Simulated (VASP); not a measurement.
# GaN (F-43m) in VASP: single point with PBEsol

Aim: the single point of GaN with PBEsol.

Program: VASP 6.6.1. These are calculated values, not measurements. Logs are shortened: lines on timing, memory, paths and dates and some standing lists are left out, and cuts for length are marked.

### Step 1. The cell of the first run

It takes space group F-43m (No. 216, cubic). Conventional cell: a = 4.498 Å, b = 4.498 Å, c = 4.498 Å, α = 90.00°, β = 90.00°, γ = 90.00°. Ga (site symmetry -43m) has 4 N at 1.95 Å within 2.6 Å. N (site symmetry -43m) has 4 Ga at 1.95 Å within 2.6 Å.

### Step 2. Single point, PBEsol

INCAR

```
  PREC = Accurate
  ENCUT = 600
  EDIFF = 1E-6
  ISMEAR = 0
  SIGMA = 0.02
  LREAL = F
  LASPH = T
  NELM = 120
  ALGO = Normal
  ISIF = 2
  LWAVE = F
  LCHARG = F
  GGA = PS
  NBANDS = 16
  GGA_COMPAT = F
```

KPOINTS

```
Automatic mesh
0
Gamma
  10 10 10
```

POSCAR

```
GaN
1.0
    0.0000000000      2.2491509466      2.2491509466
    2.2491509466      0.0000000000      2.2491509466
    2.2491509466      2.2491509466      0.0000000000
Ga N
1 1
Direct
    0.0000000000      0.0000000000      0.0000000000
    0.2500000000      0.2500000000      0.2500000000
```

Potentials or basis: VASP PAW PBE potentials, release 64 (Ga_d, N).

Command:

```console
$ cat potpaw_PBE.64/Ga_d/POTCAR potpaw_PBE.64/N/POTCAR > POTCAR
$ mpirun -np 1 vasp_std > vasp.out
```

OUTCAR:

```text
PREC = Accurate
   ENCUT = 600
   EDIFF = 1E-6
   ISMEAR = 0
   LREAL = F
   LASPH = T
   NELM = 120
   ISIF = 2
   GGA = PS

 ion  position               nearest neighbor table
   1  0.000  0.000  0.000-   2 1.95   2 1.95   2 1.95   2 1.95
   2  0.250  0.250  0.250-   1 1.95   1 1.95   1 1.95   1 1.95

  LATTYP: Found a face centered cubic cell.
 ALAT       =     4.4983018932

  Lattice vectors:

 A1 = (   0.0000000000,   2.2491509466,   2.2491509466)
 A2 = (   2.2491509466,   0.0000000000,   2.2491509466)
 A3 = (   2.2491509466,   2.2491509466,   0.0000000000)

Analysis of symmetry for initial positions (statically):
=====================================================================
 Subroutine PRICEL returns:
 Original cell was already a primitive cell.

 Routine SETGRP: Setting up the symmetry group for a
 face centered cubic supercell.

 Subroutine GETGRP returns: Found 24 space group operations
 (whereof 24 operations were pure point group operations)
 out of a pool of 48 trial point group operations.

The static configuration has the point symmetry T_d .

Analysis of symmetry for dynamics (positions and initial velocities):
=====================================================================
 Subroutine PRICEL returns:
 Original cell was already a primitive cell.

 Routine SETGRP: Setting up the symmetry group for a
 face centered cubic supercell.

 Subroutine GETGRP returns: Found 24 space group operations
 (whereof 24 operations were pure point group operations)
 out of a pool of 48 trial point group operations.

The dynamic configuration has the point symmetry T_d .

 Subroutine INISYM returns: Found 24 space group operations
 (whereof 24 operations are pure point group operations),
 and found     1 'primitive' translations

----------------------------------------------------------------------------------------

                                     Primitive cell

  volume of cell :      22.7555

  direct lattice vectors                    reciprocal lattice vectors
     0.000000000  2.249150947  2.249150947    -0.222306111  0.222306111  0.222306111
     2.249150947  0.000000000  2.249150947     0.222306111 -0.222306111  0.222306111
     2.249150947  2.249150947  0.000000000     0.222306111  0.222306111 -0.222306111

  length of vectors
     3.180779773  3.180779773  3.180779773     0.385045479  0.385045479  0.385045479

  position of ions in fractional coordinates (direct lattice)
     0.000000000  0.000000000  0.000000000
     0.250000000  0.250000000  0.250000000

  ion indices of the primitive-cell ions
   primitive index   ion index
                 1           1
                 2           2

----------------------------------------------------------------------------------------

 KPOINTS: Automatic mesh

Automatic generation of k-mesh.
 Grid dimensions read from file:
 generate k-points for:   10   10   10

 Generating k-lattice:

  Cartesian coordinates                     Fractional coordinates (reciprocal lattice)
    -0.022230611  0.022230611  0.022230611     0.100000000  0.000000000  0.000000000
     0.022230611 -0.022230611  0.022230611     0.000000000  0.100000000  0.000000000
     0.022230611  0.022230611 -0.022230611     0.000000000  0.000000000  0.100000000

  Length of vectors
     0.038504548  0.038504548  0.038504548

  Shift w.r.t. Gamma in fractional coordinates (k-lattice)
     0.000000000  0.000000000  0.000000000

 Subroutine IBZKPT returns following result:
 ===========================================

 Found     47 irreducible k-points:

 Following reciprocal coordinates:
            Coordinates               Weight
  0.000000  0.000000  0.000000      1.000000
  0.100000  0.000000  0.000000      8.000000
  0.200000  0.000000  0.000000      8.000000
  0.300000  0.000000  0.000000      8.000000
  0.400000  0.000000  0.000000      8.000000
  0.500000  0.000000  0.000000      4.000000
[... 16 lines left out ...]
  0.300000  0.300000  0.000000      6.000000
  0.400000  0.300000  0.000000     24.000000
 [... further k-points ...]
   k-points           NKPTS =     47   k-points in BZ     NKDIM =     47   number of bands    NBANDS=     16
   number of dos      NEDOS =    301   number of ions     NIONS =      2
   total plane-waves  NPLWV =  21952
   dimension x,y,z NGX =    28 NGY =   28 NGZ =   28
   dimension x,y,z NGXF=    56 NGYF=   56 NGZF=   56
   ions per type =               1   1
   NGX,Y,Z   is equivalent  to a cutoff of  14.63, 14.63, 14.63 a.u.
   NGXF,Y,Z  is equivalent  to a cutoff of  29.27, 29.27, 29.27 a.u.
 SYSTEM =  unknown system
   PREC   = accura    normal or accurate (medium, high low for compatibility)
   ISTART =      0    job   : 0-new  1-cont  2-samecut
   ICHARG =      2    charge: 1-file 2-atom 10-const
   ISPIN  =      1    spin polarized calculation?
   LNONCOLLINEAR =      F non collinear calculations
   LSORBIT =      F    spin-orbit coupling
   LASPH  =      T    aspherical Exc in radial PAW
   ENCUT  =  600.0 eV  44.10 Ry    6.64 a.u.   6.35  6.35  6.35*2*pi/ulx,y,z
   NELM   =    120;   NELMIN=  2; NELMDL= -5     # of ELM steps
   EDIFF  = 0.1E-05   stopping-criterion for ELM
   LREAL  =      F    real-space projection
   EDIFFG = 0.1E-04   stopping-criterion for IOM
   NSW    =      0    number of steps for IOM
   IBRION =     -1    ionic relax: 0-MD 1-quasi-New 2-CG
   NFREE  =      0    steps in history (QN), initial steepest desc. (CG)
   ISIF   =      2    stress and relaxation
   ISYM   =      2    0-nonsym 1-usesym 2-fastsym
   POTIM  = 0.5000    time-step for ionic-motion
   TEBEG  =    0.0;   TEEND  =   0.0 temperature during run
   PSTRESS=    0.0 pullay stress
   NELECT =      18.0000    total number of electrons
   NUPDOWN=      -1.0000    fix difference up-down
   EMIN   =  10.00;   EMAX   =-10.00  energy-range for DOS
   EFERMI =   0.00;   METHOD = LEGACY
   ISMEAR =     0;   SIGMA  =   0.02  broadening in eV -4-tet -1-fermi 0-gaus
   EFERMI_NEDOS =   21; number of points for ismear=-14 and -15
   IALGO  =     38    algorithm
   IMIX   =      4    mixing-type and parameters
     AMIX     =   0.40;   BMIX     =  1.00
     AMIX_MAG =   1.60;   BMIX_MAG =  1.00
  volume/ion in A,a.u.               =      11.38        76.78
  Fermi-wavevector in a.u.,A,eV,Ry     =   1.514039  2.861119 31.188827  2.292314
  Thomas-Fermi vector in A             =   2.623750
   LORBIT       =      0    0 simple, 1 ext, 2 COOP (PROOUT), +10 PAW based schemes
   GGA     = PS    functional components
   LHFCALC =     F    Hartree Fock is set to
   AEXX    =    0.0000 exact exchange contribution
   IVDW    =     0    specifies the selected vdW correction
   LEPSILON=     F    determine dielectric tensor
   LRPA    =     F    only Hartree local field effects (RPA)
 non-spin polarized calculation
 Gauss-broadening in eV      SIGMA  =   0.02
  energy-cutoff  :      600.00
  volume of cell :       22.76
 maximum number of plane-waves:       769
 NGX is ok and might be reduce to    28
   NGX = 13   NGY = 13   NGZ = 13

 number of electron      18.0000005 magnetization

 Free energy of the ion-electron system (eV)
  ---------------------------------------------------
  ext. energy  EPLUGINS =         0.00000000
  ---------------------------------------------------
  free energy    TOTEN  =       -13.12424758 eV

  energy without entropy =      -13.12424758  energy(sigma->0) =      -13.12424758

 E-fermi :   5.3744     XC(G=0): -11.9332

 val. band max:        5.2125722235   @ k =   0.0000   0.0000   0.0000
 cond. band min:       6.9326889999   @ k =   0.0000   0.0000   0.0000
 fundamental gap:      1.7201167764
 Fermi energy:         5.3744303268

 k-point     1 :       0.0000    0.0000    0.0000
  band No.  band energies     occupation
      1     -10.7700      2.00000
      2      -8.1961      2.00000
      3      -8.1961      2.00000
      4      -8.1961      2.00000
      5      -7.8650      2.00000
      6      -7.8650      2.00000
[... 8 lines left out ...]
     15      23.9484      0.00000
     16      23.9484      0.00000

 k-point     2 :       0.1000    0.0000    0.0000
  band No.  band energies     occupation
      1     -10.6558      2.00000
      2      -8.1820      2.00000
      3      -8.1820      2.00000
      4      -8.1590      2.00000
      5      -7.8664      2.00000
      6      -7.8664      2.00000
[... 8 lines left out ...]
     15      22.6700      0.00000
     16      22.6700      0.00000

 k-point     3 :       0.2000    0.0000    0.0000
  band No.  band energies     occupation
      1     -10.3662      2.00000
      2      -8.1495      2.00000
      3      -8.1495      2.00000
      4      -8.0013      2.00000
      5      -7.8653      2.00000
      6      -7.8653      2.00000
[... 8 lines left out ...]
     15      21.9039      0.00000
     16      21.9039      0.00000

 k-point     4 :       0.3000    0.0000    0.0000
  band No.  band energies     occupation
      1     -10.0538      2.00000
      2      -8.1206      2.00000
      3      -8.1206      2.00000
      4      -7.8514      2.00000
      5      -7.8514      2.00000
      6      -7.6079      2.00000
[... 8 lines left out ...]
     15      22.3967      0.00000
     16      22.3967      0.00000
[... 324 lines left out ...]
 k-point    22 :      -0.2000    0.2000    0.0000
  band No.  band energies     occupation
      1      -9.9580      2.00000
      2      -8.1043      2.00000
      3      -8.0886      2.00000
      4      -7.8884      2.00000
      5      -7.8810      2.00000
      6      -7.4284      2.00000
[... 8 lines left out ...]
     15      22.4993      0.00000
     16      25.6855      0.00000

 k-point    23 :       0.3000    0.3000    0.0000
  band No.  band energies     occupation
      1      -9.8666      2.00000
      2      -8.0482      2.00000
      3      -8.0003      2.00000
      4      -8.0003      2.00000
      5      -7.8132      2.00000
      6      -7.4175      2.00000
[... 8 lines left out ...]
     15      27.2251      0.00000
     16      27.6488      0.00000

 k-point    24 :       0.4000    0.3000    0.0000
  band No.  band energies     occupation
      1      -9.7410      2.00000
      2      -8.0661      2.00000
      3      -7.9652      2.00000
      4      -7.9643      2.00000
      5      -7.8027      2.00000
      6      -6.9572      2.00000
[... 8 lines left out ...]
     15      27.5000      0.00000
     16      27.6084      0.00000

 [... further k-points ...]
[... 5 lines left out ...]
  --------------------------------------------------------------------------------------
  -------------------------------------------------------------------------------------
  Total       -0.0577829     -0.0577829     -0.0577829     -0.0000000     -0.0000000      0.0000000
  in kB       -4.0684060     -4.0684060     -4.0684060     -0.0000000     -0.0000000      0.0000000
  external PRESSURE =      -4.0684060 kB  Pullay stress =       0.0000000 kB

 VOLUME and BASIS-vectors are now :
 -----------------------------------------------------------------------------
  energy-cutoff  :      600.00
  volume of cell :       22.76
      direct lattice vectors                 reciprocal lattice vectors
     0.000000000  2.249150947  2.249150947    -0.222306111  0.222306111  0.222306111
     2.249150947  0.000000000  2.249150947     0.222306111 -0.222306111  0.222306111
     2.249150947  2.249150947  0.000000000     0.222306111  0.222306111 -0.222306111

 POSITION                                       TOTAL-FORCE (eV/Angst)
 -----------------------------------------------------------------------------------
      0.00000      0.00000      0.00000        -0.000000      0.000000      0.000000
      1.12458      1.12458      1.12458         0.000000     -0.000000     -0.000000
 -----------------------------------------------------------------------------------
    total drift:                                0.000000      0.000000      0.000000

  FREE ENERGIE OF THE ION-ELECTRON SYSTEM (eV)
  ---------------------------------------------------
  free  energy   TOTEN  =       -13.1242475754 eV

  energy  without entropy=      -13.1242475754  energy(sigma->0) =      -13.12424758
```

Run time: 23 s. Hardware: 1 thread of Intel Xeon Platinum 8259CL at 2.50GHz (Skylake/Cascade Lake), shared host; peak memory 0.16 GiB.

Results:

```yaml
Free_energy: -13.1242 eV
Pressure: -0.4 GPa
Band_gap_on_the_k_mesh: 1.72 eV
```

Levels at points of the mesh, in eV from the valence-band top:
| k point | band 5 | band 6 | band 7 | band 8 | band 9 | band 10 | band 11 | band 12 | band 13 | band 14 |
| --- | --- | --- | --- | --- | --- | --- | --- | --- | --- | --- |
| (0.00, 0.00, 0.00) | -13.08 | -13.08 | 0.00 | 0.00 | 0.00 | 1.72 | 10.24 | 10.24 | 10.24 | 17.46 |
| (0.50, 0.00, 0.00) | -13.03 | -11.83 | -7.15 | -0.99 | -0.99 | 4.60 | 8.66 | 10.29 | 10.29 | 15.48 |
| (0.50, 0.50, 0.00) | -13.00 | -11.40 | -6.20 | -2.75 | -2.75 | 3.23 | 6.60 | 11.62 | 13.94 | 13.94 |

Caveat: the PAW data sets were made with another functional, which shifts forces and pressure a little.
